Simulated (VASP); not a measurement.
# Ti24O49 (a cell with a defect) in VASP: further runs, part 2 of 2

VASP 6.6.1. Earlier steps stand in the parts before.

### Step 3. Single point, PBEsol

The input, INCAR:

```
ALGO = Normal
EDIFF = 1E-6
ENCUT = 520
GGA = PS
GGA_COMPAT = F
ISIF = 2
ISMEAR = -1
ISYM = 0
LASPH = T
LCHARG = T
LELF = T
LREAL = Auto
LVHAR = T
LWAVE = F
NBANDS = 333
NELECT = 584.0
NELM = 120
PREC = Accurate
SIGMA = 0.05
```

The input, KPOINTS:

```
Automatic mesh
0
Gamma
  1 1 1
  0.25 0.25 0.25
```

The input, POSCAR:

```
Ti24O49
1.0
    9.1828280000      0.0000000000      0.0000000000
    0.0000000000      9.1828280000      0.0000000000
    0.0000000000      0.0000000000      8.8166120000
Ti O
24 49
Direct
    0.0007960000      0.0019180000      0.9979130000
    0.9937450000      0.9951350000      0.3313450000
    0.0025510000      0.0018660000      0.6637620000
    0.9964490000      0.5051250000      0.0002820000
    0.0007860000      0.4970450000      0.3317710000
    0.0013600000      0.4987680000      0.6633440000
    0.4941580000      0.0041250000      0.9955790000
    0.5014230000      0.9960830000      0.3319050000
    0.5051400000      0.9990440000      0.6664020000
    0.5015990000      0.5045690000      0.9958000000
    0.4961330000      0.5005260000      0.3295130000
    0.5094810000      0.5042360000      0.6634080000
    0.2374380000      0.2362030000      0.1803210000
    0.2596810000      0.2511770000      0.5053750000
    0.2466580000      0.2568230000      0.8320230000
    0.2500610000      0.7506660000      0.1653460000
    0.2508230000      0.7485780000      0.4985770000
    0.2503660000      0.7513160000      0.8301610000
    0.7461230000      0.2503210000      0.1630450000
    0.7488960000      0.2496820000      0.4959700000
    0.7546650000      0.2544180000      0.8299550000
    0.7435960000      0.7482590000      0.1655580000
    0.7524300000      0.7479140000      0.4993400000
    0.7563710000      0.7560660000      0.8331290000
    0.1566430000      0.1523540000      0.9976180000
    0.1475960000      0.1526300000      0.3419240000
    0.1541190000      0.1554600000      0.6684060000
    0.1526860000      0.6503870000      0.9996430000
    0.1524850000      0.6505650000      0.3297230000
    0.1524390000      0.6511030000      0.6658490000
    0.6522350000      0.1526050000      0.9952910000
    0.6522120000      0.1504710000      0.3301280000
    0.6519370000      0.1522850000      0.6668420000
    0.6532170000      0.6533540000      0.9964490000
    0.6541060000      0.6520370000      0.3331660000
    0.6504240000      0.6599000000      0.6632830000
    0.3066940000      0.3901240000      0.0278510000
    0.3450220000      0.3468160000      0.3320270000
    0.3490770000      0.3513600000      0.6659270000
    0.3476210000      0.8476950000      0.9977480000
    0.3461120000      0.8494710000      0.3332380000
    0.3505910000      0.8423810000      0.6634900000
    0.8472080000      0.3486950000      0.9996360000
    0.8457190000      0.3479220000      0.3326730000
    0.8517470000      0.3451030000      0.6606170000
    0.8480930000      0.8495670000      0.0002430000
    0.8464980000      0.8489010000      0.3301170000
    0.8483120000      0.8506700000      0.6650000000
    0.0876470000      0.3965820000      0.1679240000
    0.0997040000      0.4044610000      0.4985070000
    0.0929770000      0.4004890000      0.8307130000
    0.0985420000      0.9033950000      0.1658030000
    0.0982940000      0.9023140000      0.4994480000
    0.0991610000      0.9017870000      0.8319140000
    0.5983140000      0.4035480000      0.1655910000
    0.5975460000      0.4008970000      0.4974280000
    0.6164600000      0.4152600000      0.8210210000
    0.5962110000      0.9021350000      0.1628020000
    0.5986910000      0.9015490000      0.4950020000
    0.5997990000      0.9032940000      0.8341050000
    0.3976010000      0.0976050000      0.1674710000
    0.4025620000      0.0983070000      0.4985050000
    0.3954650000      0.0850030000      0.8228910000
    0.4105050000      0.6086830000      0.1686100000
    0.4013230000      0.5972430000      0.4956550000
    0.4029780000      0.5955550000      0.8318620000
    0.9031430000      0.0988880000      0.1650160000
    0.9018270000      0.0970300000      0.4996040000
    0.9046320000      0.0992180000      0.8324130000
    0.9008720000      0.5999290000      0.1655690000
    0.9013930000      0.5995750000      0.4997180000
    0.9009400000      0.5992870000      0.8307940000
    0.4188000000      0.3055900000      0.9561910000
```

Potentials or basis: VASP PAW PBE potentials, release 64 (Ti_sv, O).

Run with:

```console
$ cat potpaw_PBE.64/Ti_sv/POTCAR potpaw_PBE.64/O/POTCAR > POTCAR
$ mpirun -np 1 vasp_std > vasp.out
```

Run time: 56 min. Hardware: 1 thread of Intel Xeon Platinum 8375C at 2.90GHz (Ice Lake), shared host; peak memory 1.1 GiB.

It converged, with:

```yaml
Free_energy: -662.7771 eV
Largest_force: 0.333 eV/Å
```

Forces on the atoms (eV/Å):
```
Ti  -0.041 -0.040  0.021
Ti  -0.036 -0.009  0.044
Ti   0.040  0.052 -0.004
Ti  -0.012 -0.074 -0.028
Ti  -0.006  0.055  0.036
Ti   0.003  0.014  0.023
Ti   0.041  0.002 -0.016
Ti  -0.014  0.007 -0.002
Ti  -0.019 -0.026 -0.031
Ti   0.149  0.012 -0.021
Ti   0.017 -0.027  0.083
Ti  -0.082 -0.030 -0.038
Ti   0.025  0.019 -0.025
Ti  -0.078  0.033  0.039
Ti  -0.046 -0.012 -0.108
Ti  -0.017  0.022  0.005
Ti   0.003 -0.023 -0.007
Ti   0.012 -0.004  0.024
Ti   0.065 -0.042 -0.006
Ti   0.030 -0.049  0.020
Ti  -0.009 -0.027  0.041
Ti   0.022  0.057 -0.002
Ti  -0.022  0.055 -0.074
Ti  -0.076  0.023 -0.062
O   -0.061 -0.090  0.059
O   -0.111 -0.090  0.005
O   -0.071 -0.110  0.004
O   -0.032 -0.028 -0.010
O   -0.045 -0.017 -0.003
O   -0.060 -0.010  0.012
O   -0.055 -0.005  0.006
O   -0.071 -0.013 -0.006
O   -0.038 -0.003 -0.023
O   -0.101 -0.106  0.007
O   -0.102 -0.138  0.032
O   -0.076 -0.110  0.053
O   -0.220  0.204  0.142
O    0.127  0.085 -0.112
O    0.136  0.089  0.040
O    0.019  0.030  0.012
O    0.031  0.046 -0.017
O    0.045  0.052 -0.013
O    0.055  0.040  0.002
O    0.018  0.054 -0.009
O    0.025  0.055 -0.039
O    0.118  0.053 -0.002
O    0.084  0.045 -0.006
O    0.129  0.078  0.018
O    0.003 -0.004  0.011
O   -0.021 -0.030 -0.006
O   -0.031  0.077 -0.001
O    0.064  0.000  0.001
O   -0.005 -0.045 -0.041
O    0.006 -0.017 -0.002
O   -0.079 -0.021 -0.044
O    0.028  0.053  0.021
O    0.032 -0.001  0.055
O   -0.025  0.011 -0.005
O    0.014  0.006  0.038
O   -0.007 -0.023  0.008
O    0.021 -0.030 -0.002
O    0.054 -0.018  0.018
O   -0.020 -0.015  0.036
O   -0.033 -0.011 -0.053
O    0.046  0.033  0.024
O   -0.032  0.022 -0.005
O    0.009  0.072 -0.006
O   -0.053 -0.007 -0.026
O   -0.011  0.024 -0.006
O    0.010 -0.008 -0.007
O    0.026 -0.058 -0.031
O    0.019 -0.013  0.036
O    0.294 -0.099 -0.077
```

Levels at points of the mesh, in eV from the Fermi level:
| k point | band 287 | band 288 | band 289 | band 290 | band 291 | band 292 | band 293 | band 294 | band 295 | band 296 |
| --- | --- | --- | --- | --- | --- | --- | --- | --- | --- | --- |
| (0.25, 0.25, 0.25) | -2.70 | -2.67 | -2.60 | -2.39 | -2.26 | 0.00 | 0.05 | 0.08 | 0.11 | 0.20 |

Caveat: the cell carries a net charge on a neutralising background, which shifts energy and pressure; the cell is charged against a uniform background, so pressure and absolute levels hang on convention; the PAW data sets were made with another functional, which shifts forces and pressure a little.
